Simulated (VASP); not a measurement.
# B5P (R32) in VASP: relaxation of cell and atoms with PBE

Aim: the relaxation of cell and atoms of B5P with PBE.

Program: VASP 6.6.1. These are calculated values, not measurements. Logs are shortened: lines on timing, memory, paths and dates and some standing lists are left out, and cuts for length are marked.

**1. The cell of the first run**

The structure is trigonal, space group R32 (No. 155). The conventional cell has a = 3.969 Å, b = 3.969 Å, c = 11.333 Å, α = 90.00°, β = 90.00°, γ = 120.00°. Within 3.0 Å of B (site symmetry 2) lie 10 B at 2.28 to 2.31 Å and 2 P at 2.31 Å. Within 3.0 Å of B (site symmetry 3) lie 3 P at 2.29 Å and 9 B at 2.29 to 2.31 Å. P (site symmetry 32) has 12 B at 2.29 to 2.31 Å within 3.0 Å.

The cell was built from a structure type or drawn by symmetry, and may not be a known phase.

**2. Relaxation of cell and atoms, PBE**

The input, INCAR:

```
SYSTEM = B5P
PREC = Accurate
ENCUT = 500
EDIFF = 1E-7
ISMEAR = 0
SIGMA = 0.2
LREAL = .FALSE.
LASPH = .TRUE.
NELM = 120
ALGO = Normal
ISIF = 3
LWAVE = .FALSE.
LCHARG = .FALSE.
GGA = PE
IBRION = 2
NSW = 36
EDIFFG = -0.08
GGA_COMPAT = .FALSE.
NELMIN = 4
```

The input, KPOINTS:

```
Automatic mesh
0
G
  5 5 5
  0 0 0
```

The input, POSCAR:

```
B5P
1.0
    1.9845009000      1.1457521300      3.7775390400
   -1.9845009000      1.1457521300      3.7775390400
    0.0000000000     -2.2915042500      3.7775390400
B P
5 1
Direct
    0.6678070400      0.3321929600      0.0000000000
    0.3321929600      0.0000000000      0.6678070400
    0.0000000000      0.6678070400      0.3321929600
    0.8325638200      0.8325638200      0.8325638200
    0.1674361800      0.1674361800      0.1674361800
    0.5000000000      0.5000000000      0.5000000000
```

Potentials or basis: VASP PAW PBE potentials, release 64 (B, P).

Command:

```console
$ cat potpaw_PBE.64/B/POTCAR potpaw_PBE.64/P/POTCAR > POTCAR
$ mpirun -np 1 vasp_std > vasp.out
```

OUTCAR:

```text
SYSTEM = B5P
   PREC = Accurate
   ENCUT = 500
   EDIFF = 1E-7
   ISMEAR = 0
   LREAL = .FALSE.
   LASPH = .TRUE.
   NELM = 120
   ISIF = 3
   GGA = PE
   IBRION = 2
   NSW = 36
   EDIFFG = -0.08
   NELMIN = 4

 ion  position               nearest neighbor table
   1  0.668  0.332  0.000-   6 2.31   6 2.31
   2  0.332  0.000  0.668-   6 2.31   6 2.31
   3  0.000  0.668  0.332-   6 2.31   6 2.31
   4  0.833  0.833  0.833-   6 2.29   6 2.29   6 2.29
   5  0.167  0.167  0.167-   6 2.29   6 2.29   6 2.29
   6  0.500  0.500  0.500-   5 2.29   4 2.29   5 2.29   5 2.29   4 2.29   4 2.29   1 2.31   1 2.31
                             3 2.31   2 2.31   3 2.31   2 2.31

  LATTYP: Found a trigonal (rhomboedric) cell.
 ALAT       =     4.4182341455
 COS(alpha) =     0.5965078035

  Lattice vectors:

 A1 = (   1.9845009000,   1.1457521300,   3.7775390400)
 A2 = (  -1.9845009000,   1.1457521300,   3.7775390400)
 A3 = (   0.0000000000,  -2.2915042500,   3.7775390400)

Analysis of symmetry for initial positions (statically):
=====================================================================
 Subroutine PRICEL returns:
 Original cell was already a primitive cell.

 Routine SETGRP: Setting up the symmetry group for a
 trigonal (rhombohedral) supercell.

 Subroutine GETGRP returns: Found  6 space group operations
 (whereof  6 operations were pure point group operations)
 out of a pool of 12 trial point group operations.

The static configuration has the point symmetry D_3 .

Analysis of symmetry for dynamics (positions and initial velocities):
=====================================================================
 Subroutine PRICEL returns:
 Original cell was already a primitive cell.

 Routine SETGRP: Setting up the symmetry group for a
 trigonal (rhombohedral) supercell.

 Subroutine GETGRP returns: Found  6 space group operations
 (whereof  6 operations were pure point group operations)
 out of a pool of 12 trial point group operations.

The dynamic configuration has the point symmetry D_3 .

 Subroutine INISYM returns: Found  6 space group operations
 (whereof  6 operations are pure point group operations),
 and found     1 'primitive' translations

----------------------------------------------------------------------------------------

                                     Primitive cell

  volume of cell :      51.5350

  direct lattice vectors                    reciprocal lattice vectors
     1.984500900  1.145752130  3.777539040     0.251952519  0.145464855  0.088240870
    -1.984500900  1.145752130  3.777539040    -0.251952519  0.145464855  0.088240870
     0.000000000 -2.291504250  3.777539040     0.000000000 -0.290929709  0.088240871

  length of vectors
     4.418234145  4.418234145  4.418234141     0.304017346  0.304017346  0.304017347

  position of ions in fractional coordinates (direct lattice)
     0.667807040  0.332192960  0.000000000
     0.332192960  1.000000000  0.667807040
     1.000000000  0.667807040  0.332192960
     0.832563820  0.832563820  0.832563820
     0.167436180  0.167436180  0.167436180
     0.500000000  0.500000000  0.500000000

  ion indices of the primitive-cell ions
   primitive index   ion index
                 1           1
                 2           2
                 3           3
                 4           4
                 5           5
                 6           6

----------------------------------------------------------------------------------------

 KPOINTS: Automatic mesh

Automatic generation of k-mesh.
 Grid dimensions read from file:
 generate k-points for:    5    5    5

 Generating k-lattice:

  Cartesian coordinates                     Fractional coordinates (reciprocal lattice)
     0.050390504  0.029092971  0.017648174     0.200000000 -0.000000000 -0.000000000
    -0.050390504  0.029092971  0.017648174    -0.000000000  0.200000000 -0.000000000
     0.000000000 -0.058185942  0.017648174     0.000000000  0.000000000  0.200000000

  Length of vectors
     0.060803469  0.060803469  0.060803469

  Shift w.r.t. Gamma in fractional coordinates (k-lattice)
     0.000000000  0.000000000  0.000000000

 Subroutine IBZKPT returns following result:
 ===========================================

 Found     19 irreducible k-points:

 Following reciprocal coordinates:
            Coordinates               Weight
  0.000000  0.000000  0.000000      1.000000
  0.200000 -0.000000 -0.000000      6.000000
  0.400000 -0.000000 -0.000000      6.000000
  0.200000  0.200000 -0.000000      6.000000
  0.400000  0.200000 -0.000000     12.000000
 -0.400000  0.200000  0.000000     12.000000
[... 11 lines left out ...]
  0.400000  0.400000  0.400000      2.000000
 -0.400000  0.400000  0.400000      6.000000
   k-points           NKPTS =     19   k-points in BZ     NKDIM =     19   number of bands    NBANDS=     14
   number of dos      NEDOS =    301   number of ions     NIONS =      6
   total plane-waves  NPLWV =  32768
   dimension x,y,z NGX =    32 NGY =   32 NGZ =   32
   dimension x,y,z NGXF=    64 NGYF=   64 NGZF=   64
   ions per type =               5   1
   NGX,Y,Z   is equivalent  to a cutoff of  12.04, 12.04, 12.04 a.u.
   NGXF,Y,Z  is equivalent  to a cutoff of  24.08, 24.08, 24.08 a.u.
 SYSTEM =  B5P
   PREC   = accura    normal or accurate (medium, high low for compatibility)
   ISTART =      0    job   : 0-new  1-cont  2-samecut
   ICHARG =      2    charge: 1-file 2-atom 10-const
   ISPIN  =      1    spin polarized calculation?
   LNONCOLLINEAR =      F non collinear calculations
   LSORBIT =      F    spin-orbit coupling
   LASPH  =      T    aspherical Exc in radial PAW
   ENCUT  =  500.0 eV  36.75 Ry    6.06 a.u.   8.06  8.06  8.06*2*pi/ulx,y,z
   NELM   =    120;   NELMIN=  4; NELMDL= -5     # of ELM steps
   EDIFF  = 0.1E-06   stopping-criterion for ELM
   LREAL  =      F    real-space projection
   EDIFFG = -.8E-01   stopping-criterion for IOM
   NSW    =     36    number of steps for IOM
   IBRION =      2    ionic relax: 0-MD 1-quasi-New 2-CG
   NFREE  =      1    steps in history (QN), initial steepest desc. (CG)
   ISIF   =      3    stress and relaxation
   ISYM   =      2    0-nonsym 1-usesym 2-fastsym
   POTIM  = 0.5000    time-step for ionic-motion
   TEBEG  =    0.0;   TEEND  =   0.0 temperature during run
   PSTRESS=    0.0 pullay stress
   NELECT =      20.0000    total number of electrons
   NUPDOWN=      -1.0000    fix difference up-down
   EMIN   =  10.00;   EMAX   =-10.00  energy-range for DOS
   EFERMI =   0.00;   METHOD = LEGACY
   ISMEAR =     0;   SIGMA  =   0.20  broadening in eV -4-tet -1-fermi 0-gaus
   EFERMI_NEDOS =   21; number of points for ismear=-14 and -15
   IALGO  =     38    algorithm
   IMIX   =      4    mixing-type and parameters
     AMIX     =   0.40;   BMIX     =  1.00
     AMIX_MAG =   1.60;   BMIX_MAG =  1.00
  volume/ion in A,a.u.               =       8.59        57.96
  Fermi-wavevector in a.u.,A,eV,Ry     =   1.194128  2.256574 19.401104  1.425941
  Thomas-Fermi vector in A             =   2.330125
   LORBIT       =      0    0 simple, 1 ext, 2 COOP (PROOUT), +10 PAW based schemes
   GGA     = PE    functional components
   LHFCALC =     F    Hartree Fock is set to
   AEXX    =    0.0000 exact exchange contribution
   IVDW    =     0    specifies the selected vdW correction
   LEPSILON=     F    determine dielectric tensor
   LRPA    =     F    only Hartree local field effects (RPA)
 conjugate gradient relaxation of ions
 non-spin polarized calculation
 Gauss-broadening in eV      SIGMA  =   0.20
  energy-cutoff  :      500.00
  volume of cell :       51.53
 maximum number of plane-waves:      1327
   NGX = 17   NGY = 17   NGZ = 17

--------------------------------------- Ionic step        1  -------------------------------------------

 number of electron      20.0000000 magnetization

 Free energy of the ion-electron system (eV)
  ---------------------------------------------------
  ext. energy  EPLUGINS =         0.00000000
  ---------------------------------------------------
  free energy    TOTEN  =       -28.04224204 eV

  energy without entropy =      -27.98930878  energy(sigma->0) =      -28.01577541

------------------------ aborting loop because EDIFF is reached ----------------------------------------

  FORCE on cell =-STRESS in cart. coord.  units (eV):
  Direction    XX          YY          ZZ          XY          YZ          ZX
  --------------------------------------------------------------------------------------
  -------------------------------------------------------------------------------------
  Total       -9.2237070     -9.2237070     -2.7588665      0.0000000     -0.0000000      0.0000000
  in kB     -286.7569138   -286.7569128    -85.7707250      0.0000000     -0.0000001      0.0000000
  external PRESSURE =    -219.7615172 kB  Pullay stress =       0.0000000 kB
[... 145 lines left out ...]
  energy  without entropy=      -29.5953797027  energy(sigma->0) =      -29.61379015

--------------------------------------- Ionic step        5  -------------------------------------------

 number of electron      20.0000000 magnetization

 E-fermi :  11.3118     XC(G=0): -13.0017

 val. band max:       11.3106880588   @ k =   0.4000   0.4000   0.2000
 cond. band min:      11.4145620543   @ k =  -0.2000   0.2000   0.0000
 fundamental gap:      0.1038739955
 Fermi energy:        11.3117904246

 k-point     1 :       0.0000    0.0000    0.0000
  band No.  band energies     occupation
      1      -8.0192      2.00000
      2       0.3808      2.00000
      3       1.0588      2.00000
      4       5.6025      2.00000
      5       5.6025      2.00000
      6       6.0191      2.00000
      7       6.0191      2.00000
      8       6.5333      2.00000
      9       7.5297      2.00000
     10       8.9694      2.00000
     11       8.9694      2.00000
     12      11.5970      0.04373
     13      12.9563      0.00000
     14      12.9563      0.00000
[... 461 lines left out ...]
  energy  without entropy=      -30.0848121360  energy(sigma->0) =      -30.10039795

--------------------------------------- Ionic step        9  -------------------------------------------

 number of electron      19.9999999 magnetization

 Free energy of the ion-electron system (eV)
  ---------------------------------------------------
  ext. energy  EPLUGINS =         0.00000000
  ---------------------------------------------------
  free energy    TOTEN  =       -30.12083851 eV

  energy without entropy =      -30.08073231  energy(sigma->0) =      -30.10078541

 E-fermi :   9.8246     XC(G=0): -12.4361

 val. band max:        9.7709963970   @ k =  -0.4000   0.4000   0.4000
 cond. band min:       9.8678622687   @ k =  -0.4000   0.4000   0.2000
 fundamental gap:      0.0968658717
 Fermi energy:         9.8245619422

 k-point     1 :       0.0000    0.0000    0.0000
  band No.  band energies     occupation
      1      -8.3324      2.00000
      2      -1.7123      2.00000
      3      -0.3760      2.00000
      4       4.9012      2.00000
      5       4.9012      2.00000
      6       5.2105      2.00000
      7       5.2105      2.00000
      8       5.6836      2.00000
      9       6.9882      2.00000
     10       7.4657      2.00000
     11       7.4657      2.00000
     12      10.1288      0.03143
     13      11.8154      0.00000
     14      11.8154      0.00000
[... 337 lines left out ...]
  FREE ENERGIE OF THE ION-ELECTRON SYSTEM (eV)
  ---------------------------------------------------
  free  energy   TOTEN  =       -30.1208385059 eV

  energy  without entropy=      -30.0807323065  energy(sigma->0) =      -30.10078541

 reached required accuracy - stopping structural energy minimisation
```

Wall time 83 s (1 thread of Intel Xeon Platinum 8488C (Sapphire Rapids), shared host); peak memory 0.18 GiB.

Results:

- Free energy: -30.1208 eV
- Relaxed volume: 7.48 Å³/atom
- Relaxed cell: a = 4.762 Å, b = 4.762 Å, c = 4.762 Å, α = 42.63°, β = 42.63°, γ = 42.63°
- Space group after relaxing (to 0.1 Å): R32 (No. 155)
- Energy gained by relaxing: 346.4 meV/atom
- Ionic steps: 9
- Pressure after relaxing: 0.6 GPa
- Largest force after relaxing: 0.042 eV/Å
- Band gap on the k mesh: zero (bands 10 and 11 overlap by 2.58 eV)

Forces on the atoms (eV/Å):
```
B    0.022  0.000  0.000
B   -0.011 -0.019  0.000
B   -0.011  0.019  0.000
B    0.000  0.000  0.042
B    0.000  0.000 -0.042
P    0.000  0.000  0.000
```

Stress tensor (GPa, compression positive):
```
 1.39  0.00  0.00
 0.00  1.39  0.00
 0.00  0.00 -0.90
```

The path:
```csv
step,energy change (eV),largest force (eV/Å),pressure (GPa),volume (Å³)
1,0.0000,0.3588,-21.98,51.53
2,-1.0788,0.3271,0.25,43.19
3,-1.1436,0.3066,7.92,41.53
4,-1.5900,0.1101,27.70,39.32
5,-1.6201,0.1387,22.71,39.72
6,-2.0654,0.0587,0.39,44.34
7,-2.0702,0.0785,-3.62,45.62
8,-2.0737,0.0703,-2.12,45.11
9,-2.0786,0.0425,0.63,44.87
```

Final structure:
```yaml
crystal:
  lattice:
    - [1.73104, 0.99942, 4.32248]
    - [-1.73104, 0.99942, 4.32248]
    - [0.00000, -1.99883, 4.32248]
  atoms:
    - { symbol: B, position: [0.68140, 0.31860, 0.00000] }
    - { symbol: B, position: [0.31860, 0.00000, 0.68140] }
    - { symbol: B, position: [0.00000, 0.68140, 0.31860] }
    - { symbol: B, position: [0.83172, 0.83172, 0.83172] }
    - { symbol: B, position: [0.16828, 0.16828, 0.16828] }
    - { symbol: P, position: [0.50000, 0.50000, 0.50000] }
```

Levels at points of the mesh, in eV from the Fermi level:
```csv
k point,band 6,band 7,band 8,band 9,band 10,band 11,band 12,band 13,band 14
"(0.00, 0.00, 0.00)",-4.61,-4.61,-4.14,-2.84,-2.36,-2.36,0.30,1.99,1.99
```

Caveat: the k points lie up to 0.43 Å⁻¹ apart in the final cell, too coarse for converged energies and pressures of a metal; the relaxation stopped at a loose force limit of 0.08 eV/Å, so its end isn't a converged minimum.
